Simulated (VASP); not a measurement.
# MoH3 (Pm-3m) in VASP: relaxation of cell and atoms with PBE

Aim: the relaxation of cell and atoms of MoH3 with PBE.

All numbers are computed with VASP 6.6.1; they aren't measurements. Logs are shortened: lines on timing, memory, paths and dates and some standing lists are left out, and cuts for length are marked.

## Step 1: The cell of the first run

The structure is cubic, space group Pm-3m (No. 221). The conventional cell has a = 2.907 Å, b = 2.907 Å, c = 2.907 Å, α = 90.00°, β = 90.00°, γ = 90.00°. Within 2.7 Å of H (site symmetry 4/mmm) lie 8 H at 2.06 Å and 4 Mo at 2.06 Å. Mo (site symmetry m-3m) has 12 H at 2.06 Å within 2.7 Å.

The cell was generated, and may not be a known phase.

## Step 2: Relaxation of cell and atoms, PBE, collinear spin

Input file INCAR:

```
PREC = Accurate ; ENCUT = 600
EDIFF = 1E-6 ; ISMEAR = 0
SIGMA = 0.1 ; LREAL = False
LASPH = True ; NELM = 150
ALGO = Normal ; ISIF = 3
LWAVE = False ; LCHARG = False
ISPIN = 2 ; MAGMOM = 0 0 0 0.83
LORBIT = 11 ; LMAXMIX = 4
GGA = PE ; IBRION = 2
NSW = 100 ; EDIFFG = -0.01
```

Input file KPOINTS:

```
regular mesh
0
Gamma
  16 16 16
```

Input file POSCAR:

```
MoH3
1.0
    2.9071968819      0.0000000000      0.0000000000
    0.0000000000      2.9071968819      0.0000000000
    0.0000000000      0.0000000000      2.9071968819
H Mo
3 1
Direct
    0.5000000000      0.0000000000      0.0000000000
    0.0000000000      0.5000000000      0.0000000000
    0.0000000000      0.0000000000      0.5000000000
    0.5000000000      0.5000000000      0.5000000000
```

Potentials or basis: VASP PAW PBE potentials, release 64 (H, Mo_sv).

Started as:

```console
cat potpaw_PBE.64/H/POTCAR potpaw_PBE.64/Mo_sv/POTCAR > POTCAR
mpirun -np 1 vasp_std > vasp.out
```

OUTCAR:

```text
PREC = Accurate
   ENCUT = 600
   EDIFF = 1E-6
   ISMEAR = 0
   LREAL = False
   LASPH = True
   NELM = 150
   ISIF = 3
   ISPIN = 2
   LORBIT = 11
   GGA = PE
   IBRION = 2
   NSW = 100
   EDIFFG = -0.01

 ion  position               nearest neighbor table
   1  0.500  0.000  0.000-   4 2.06   4 2.06   4 2.06   4 2.06
   2  0.000  0.500  0.000-   4 2.06   4 2.06   4 2.06   4 2.06
   3  0.000  0.000  0.500-   4 2.06   4 2.06   4 2.06   4 2.06
   4  0.500  0.500  0.500-   1 2.06   2 2.06   3 2.06   1 2.06   2 2.06   1 2.06   3 2.06   1 2.06
                             2 2.06   3 2.06   2 2.06   3 2.06

  LATTYP: Found a simple cubic cell.
 ALAT       =     2.9071968819

  Lattice vectors:

 A1 = (   2.9071968819,   0.0000000000,   0.0000000000)
 A2 = (   0.0000000000,   2.9071968819,   0.0000000000)
 A3 = (   0.0000000000,   0.0000000000,   2.9071968819)

Analysis of symmetry for initial positions (statically):
=====================================================================
 Subroutine PRICEL returns:
 Original cell was already a primitive cell.

 Routine SETGRP: Setting up the symmetry group for a
 simple cubic supercell.

 Subroutine GETGRP returns: Found 48 space group operations
 (whereof 48 operations were pure point group operations)
 out of a pool of 48 trial point group operations.

The static configuration has the point symmetry O_h .

Analysis of symmetry for dynamics (positions and initial velocities):
=====================================================================
 Subroutine PRICEL returns:
 Original cell was already a primitive cell.

 Routine SETGRP: Setting up the symmetry group for a
 simple cubic supercell.

 Subroutine GETGRP returns: Found 48 space group operations
 (whereof 48 operations were pure point group operations)
 out of a pool of 48 trial point group operations.

The dynamic configuration has the point symmetry O_h .

Analysis of structural, dynamic, and magnetic symmetry:
=====================================================================
 Subroutine PRICEL returns:
 Original cell was already a primitive cell.

 Routine SETGRP: Setting up the symmetry group for a
 simple cubic supercell.

 Subroutine GETGRP returns: Found 48 space group operations
 (whereof 48 operations were pure point group operations)
 out of a pool of 48 trial point group operations.

The overall configuration has the point symmetry O_h .

 Subroutine INISYM returns: Found 48 space group operations
 (whereof 48 operations are pure point group operations),
 and found     1 'primitive' translations

----------------------------------------------------------------------------------------

                                     Primitive cell

  volume of cell :      24.5710

  direct lattice vectors                    reciprocal lattice vectors
     2.907196882  0.000000000  0.000000000     0.343973952  0.000000000  0.000000000
     0.000000000  2.907196882  0.000000000     0.000000000  0.343973952  0.000000000
     0.000000000  0.000000000  2.907196882     0.000000000  0.000000000  0.343973952

  length of vectors
     2.907196882  2.907196882  2.907196882     0.343973952  0.343973952  0.343973952

  position of ions in fractional coordinates (direct lattice)
     0.500000000  0.000000000  0.000000000
     0.000000000  0.500000000  0.000000000
     0.000000000  0.000000000  0.500000000
     0.500000000  0.500000000  0.500000000

  ion indices of the primitive-cell ions
   primitive index   ion index
                 1           1
                 2           2
                 3           3
                 4           4

----------------------------------------------------------------------------------------

 KPOINTS: regular mesh

Automatic generation of k-mesh.
 Grid dimensions read from file:
 generate k-points for:   16   16   16

 Generating k-lattice:

  Cartesian coordinates                     Fractional coordinates (reciprocal lattice)
     0.021498372  0.000000000  0.000000000     0.062500000  0.000000000  0.000000000
     0.000000000  0.021498372  0.000000000     0.000000000  0.062500000  0.000000000
     0.000000000  0.000000000  0.021498372     0.000000000  0.000000000  0.062500000

  Length of vectors
     0.021498372  0.021498372  0.021498372

  Shift w.r.t. Gamma in fractional coordinates (k-lattice)
     0.000000000  0.000000000  0.000000000

 Subroutine IBZKPT returns following result:
 ===========================================

 Found    165 irreducible k-points:
[... 71 lines left out ...]
   GGA     = PE    functional components
   LHFCALC =     F    Hartree Fock is set to
   AEXX    =    0.0000 exact exchange contribution
   IVDW    =     0    specifies the selected vdW correction
   LEPSILON=     F    determine dielectric tensor
   LRPA    =     F    only Hartree local field effects (RPA)
 conjugate gradient relaxation of ions
 spin polarized calculation
 Gauss-broadening in eV      SIGMA  =   0.10
  energy-cutoff  :      600.00
  volume of cell :       24.57
 maximum number of plane-waves:       840
 NGX is ok and might be reduce to    24
   NGX = 11   NGY = 11   NGZ = 11

--------------------------------------- Ionic step        1  -------------------------------------------

 number of electron      16.9999997 magnetization       0.9597695

 Free energy of the ion-electron system (eV)
  ---------------------------------------------------
  ext. energy  EPLUGINS =         0.00000000
  ---------------------------------------------------
  free energy    TOTEN  =       -19.82875997 eV

  energy without entropy =      -19.81889942  energy(sigma->0) =      -19.82382969

------------------------ aborting loop because EDIFF is reached ----------------------------------------

  FORCE on cell =-STRESS in cart. coord.  units (eV):
  Direction    XX          YY          ZZ          XY          YZ          ZX
  --------------------------------------------------------------------------------------
  -------------------------------------------------------------------------------------
  Total        0.2891492      0.2891492      0.2891492      0.0000000      0.0000000      0.0000000
  in kB       18.8542513     18.8542513     18.8542513      0.0000000      0.0000000      0.0000000
  external PRESSURE =      18.8542513 kB  Pullay stress =       0.0000000 kB

 VOLUME and BASIS-vectors are now :
 -----------------------------------------------------------------------------
  energy-cutoff  :      600.00
  volume of cell :       24.57
      direct lattice vectors                 reciprocal lattice vectors
     2.907196882  0.000000000  0.000000000     0.343973952  0.000000000  0.000000000
     0.000000000  2.907196882  0.000000000     0.000000000  0.343973952  0.000000000
     0.000000000  0.000000000  2.907196882     0.000000000  0.000000000  0.343973952

 POSITION                                       TOTAL-FORCE (eV/Angst)
 -----------------------------------------------------------------------------------
      1.45360      0.00000      0.00000         0.000000      0.000000      0.000000
      0.00000      1.45360      0.00000         0.000000      0.000000      0.000000
      0.00000      0.00000      1.45360         0.000000      0.000000      0.000000
      1.45360      1.45360      1.45360         0.000000      0.000000      0.000000
 -----------------------------------------------------------------------------------
    total drift:                                0.000000     -0.000000     -0.000000

  FREE ENERGIE OF THE ION-ELECTRON SYSTEM (eV)
  ---------------------------------------------------
  free  energy   TOTEN  =       -19.8287599723 eV

  energy  without entropy=      -19.8188994162  energy(sigma->0) =      -19.82382969

--------------------------------------- Ionic step        2  -------------------------------------------

 number of electron      16.9999997 magnetization       1.0014515

 Free energy of the ion-electron system (eV)
  ---------------------------------------------------
  ext. energy  EPLUGINS =         0.00000000
  ---------------------------------------------------
  free energy    TOTEN  =       -19.83022541 eV

  energy without entropy =      -19.82054689  energy(sigma->0) =      -19.82538615

 E-fermi :   9.0602     XC(G=0): -12.3119

 val. band max:        9.0535093084   @ k =   0.4375   0.3125   0.0000
 cond. band min:       9.0628124458   @ k =   0.5000   0.4375   0.3125
 fundamental gap:      0.0093031373
 Fermi energy:         9.0602017168

 spin component 1

 k-point     1 :       0.0000    0.0000    0.0000
  band No.  band energies     occupation
      1     -52.5736      1.00000
      2     -26.4375      1.00000
      3     -26.4375      1.00000
      4     -26.4375      1.00000
      5      -2.8611      1.00000
      6       3.4149      1.00000
      7       3.4149      1.00000
      8      10.2129      0.00000
      9      10.2129      0.00000
     10      10.2129      0.00000
     11      14.9799      0.00000
     12      14.9799      0.00000
[... 333 lines left out ...]
      1     -52.5091      1.00000
      2     -27.0191      1.00000
      3     -26.4691      1.00000
      4     -26.3779      1.00000
      5       1.3526      1.00000
      6       1.4359      1.00000
      7       5.8396      1.00000
      8       6.6837      1.00000
      9       7.8966      1.00000
     10      10.0502      0.00000
     11      11.1124      0.00000
     12      12.5922      0.00000

 [... further k-points ...]

 spin component 2

 k-point     1 :       0.0000    0.0000    0.0000
  band No.  band energies     occupation
      1     -51.9775      1.00000
      2     -25.7781      1.00000
      3     -25.7781      1.00000
      4     -25.7781      1.00000
      5      -2.6895      1.00000
      6       3.7338      1.00000
      7       3.7338      1.00000
      8      11.1114      0.00000
      9      11.1114      0.00000
     10      11.1114      0.00000
     11      15.0283      0.00000
     12      15.0283      0.00000
[... 333 lines left out ...]
      1     -51.9128      1.00000
      2     -26.3678      1.00000
      3     -25.8109      1.00000
      4     -25.7188      1.00000
      5       1.4724      1.00000
      6       1.6658      1.00000
      7       6.2965      1.00000
      8       7.1213      1.00000
      9       8.7008      1.00000
     10      10.9350      0.00000
     11      11.4172      0.00000
     12      13.0391      0.00000

 [... further k-points ...]

------------------------ aborting loop because EDIFF is reached ----------------------------------------

  FORCE on cell =-STRESS in cart. coord.  units (eV):
  Direction    XX          YY          ZZ          XY          YZ          ZX
  --------------------------------------------------------------------------------------
  -------------------------------------------------------------------------------------
  Total       -0.0084450     -0.0084450     -0.0084450     -0.0000000     -0.0000000      0.0000000
  in kB       -0.5449442     -0.5449442     -0.5449442     -0.0000000     -0.0000000      0.0000000
  external PRESSURE =      -0.5449442 kB  Pullay stress =       0.0000000 kB

 VOLUME and BASIS-vectors are now :
 -----------------------------------------------------------------------------
  energy-cutoff  :      600.00
  volume of cell :       24.83
      direct lattice vectors                 reciprocal lattice vectors
     2.917335241 -0.000000000  0.000000000     0.342778569 -0.000000000 -0.000000000
     0.000000000  2.917335241 -0.000000000     0.000000000  0.342778569 -0.000000000
     0.000000000  0.000000000  2.917335241    -0.000000000  0.000000000  0.342778569

 POSITION                                       TOTAL-FORCE (eV/Angst)
 -----------------------------------------------------------------------------------
      1.45867     -0.00000      0.00000         0.000000      0.000000      0.000000
      0.00000      1.45867     -0.00000         0.000000      0.000000      0.000000
      0.00000      0.00000      1.45867         0.000000      0.000000      0.000000
      1.45867      1.45867      1.45867        -0.000000      0.000000      0.000000
 -----------------------------------------------------------------------------------
    total drift:                                0.000000     -0.000000     -0.000000

  FREE ENERGIE OF THE ION-ELECTRON SYSTEM (eV)
  ---------------------------------------------------
  free  energy   TOTEN  =       -19.8302254052 eV

  energy  without entropy=      -19.8205468853  energy(sigma->0) =      -19.82538615

 reached required accuracy - stopping structural energy minimisation

 total charge

# of ion       s       p       d       tot
------------------------------------------
    1        0.503   0.023   0.000   0.526
    2        0.503   0.023   0.000   0.526
    3        0.503   0.023   0.000   0.526
    4        2.270   6.170   4.009  12.448
--------------------------------------------------
tot          3.780   6.238   4.009  14.027

 magnetization (x)

# of ion       s       p       d       tot
------------------------------------------
    1       -0.014   0.005   0.000  -0.009
    2       -0.014   0.005   0.000  -0.009
    3       -0.014   0.005   0.000  -0.009
    4        0.024   0.019   0.874   0.917
--------------------------------------------------
tot         -0.018   0.034   0.874   0.890
```

It took 2 min on 1 thread of Intel Xeon 8259CL, shared host; peak memory 0.23 GiB.

What came out:

- Free energy: -19.8302 eV
- Relaxed volume: 6.21 Å³/atom
- Relaxed cell: a = 2.917 Å, b = 2.917 Å, c = 2.917 Å, α = 90.00°, β = 90.00°, γ = 90.00°
- Space group after relaxing (to 0.1 Å): Pm-3m (No. 221)
- Energy gained by relaxing: 0.4 meV/atom
- Ionic steps: 2
- Pressure after relaxing: -0.1 GPa
- Band gap on the k mesh: zero (filled and empty bands overlap)
- Net moment: 1.00 μB per cell
- Site moments: H -0.01; Mo +0.92 μB
- Valence electrons inside the program's atomic spheres: H 0.53; Mo 12.45

The path:
| step | energy change (eV) | largest force (eV/Å) | pressure (GPa) | volume (Å³) |
| --- | --- | --- | --- | --- |
| 1 | 0.0000 | 0.0000 | 1.89 | 24.57 |
| 2 | -0.0015 | 0.0000 | -0.05 | 24.83 |

Final structure:
```yaml
crystal:
  lattice:
    - [2.91734, 0.00000, 0.00000]
    - [0.00000, 2.91734, 0.00000]
    - [0.00000, 0.00000, 2.91734]
  atoms:
    - { symbol: H, position: [0.50000, 0.00000, 0.00000] }
    - { symbol: H, position: [0.00000, 0.50000, 0.00000] }
    - { symbol: H, position: [0.00000, 0.00000, 0.50000] }
    - { symbol: Mo, position: [0.50000, 0.50000, 0.50000] }
```

Levels at points of the mesh, in eV from the Fermi level:
Spin up:
| k point | band 7 | band 8 | band 9 | band 10 | band 11 | band 12 |
| --- | --- | --- | --- | --- | --- | --- |
| (0.00, 0.00, 0.00) | -5.65 | 1.15 | 1.15 | 1.15 | 5.92 | 5.92 |
| (0.50, 0.00, 0.00) | -3.47 | -1.23 | -1.23 | 0.51 | 1.37 | 3.68 |
| (0.50, 0.50, 0.00) | -4.15 | -3.36 | -0.72 | -0.72 | 2.84 | 6.76 |
| (0.50, 0.50, 0.50) | -7.28 | 3.02 | 3.02 | 3.81 | 5.86 | 5.86 |
Spin down:
```
           k point  band 4  band 5  band 6  band 7  band 8  band 9  band 10  band 11  band 12
(0.00, 0.00, 0.00)  -34.84  -11.75   -5.33   -5.33    2.05    2.05     2.05     5.97     5.97
(0.50, 0.00, 0.00)  -34.79   -7.75   -7.55   -3.01   -0.43   -0.43     0.48     2.28     4.14
(0.50, 0.50, 0.00)  -34.74   -8.01   -4.06   -4.06   -2.90    0.11     0.11     3.36     7.29
(0.50, 0.50, 0.50)  -35.26   -6.92   -6.92   -6.92    3.54    3.54     3.94     6.22     6.22
```
